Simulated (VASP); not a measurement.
Set up this calculation in VASP 6.6.1, as the native input.

| Item | Value |
| --- | --- |
| Task | relaxation of cell and atoms |
| Functional | PBE |
| Potentials or basis | VASP PAW PBE potentials, release 64 (Be) |
| Cutoff | 600 eV |
| k mesh | 15 × 15 × 15 |
| Occupations | fermi-dirac, width 0.1 eV |
| Spin | no spin polarisation |
| Dipole correction | no |
| Further INCAR settings | ALGO = Normal; EDIFF = 1e-07; IBRION = 2; EDIFFG = -0.01; NSW = 80; ISIF = 3 |

The structure of Be lies in POSCAR:

```
Be
1.0
    2.0615590750      0.0000000000      0.0000000000
    0.0000000000      2.0615590750      0.0000000000
    0.0000000000      0.0000000000      2.0615590750
Be
1
Direct
    0.0000000000      0.0000000000      0.0000000000
```

The input as run:

INCAR

```
SYSTEM = Be
  ALGO = Normal
  EDIFF = 1E-7
  EDIFFG = -0.01
  ENCUT = 600
  GGA = PE
  IBRION = 2
  ISIF = 3
  ISMEAR = -1
  LASPH = .True.
  LCHARG = .False.
  LREAL = .False.
  LWAVE = .False.
  NELM = 60
  NSW = 80
  PREC = Accurate
  SIGMA = 0.1
```

KPOINTS

```
k-points
0
Gamma
  15 15 15
  0 0 0
```

Potentials or basis: VASP PAW PBE potentials, release 64 (Be).

Command:

```console
$ cat potpaw_PBE.64/Be/POTCAR > POTCAR
$ mpirun -np 1 vasp_std > vasp.out
```

It gave:

```yaml
Relaxed_volume: 10.27 Å³/atom
Relaxed_cell: a = 2.174 Å, b = 2.174 Å, c = 2.174 Å, α = 90.00°, β = 90.00°, γ = 90.00°
Space_group_after_relaxing_to_0.05_Å: Pm-3m (No. 221)
Energy_gained_by_relaxing: 64.9 meV/atom
Ionic_steps: 4
Pressure_after_relaxing: 0.0 GPa
Band_gap_on_the_k_mesh: zero (band 1 reaches 9.65 eV, above the bottom of band 2 at 3.26 eV)
```

Caveat: the volume moved by over 15 % at a fixed basis, so the end points are rough.

It took 2.9 s on 1 thread of Intel(R) Xeon(R) 6975P-C (Granite Rapids), with other jobs on the host, peak memory 0.11 GiB.
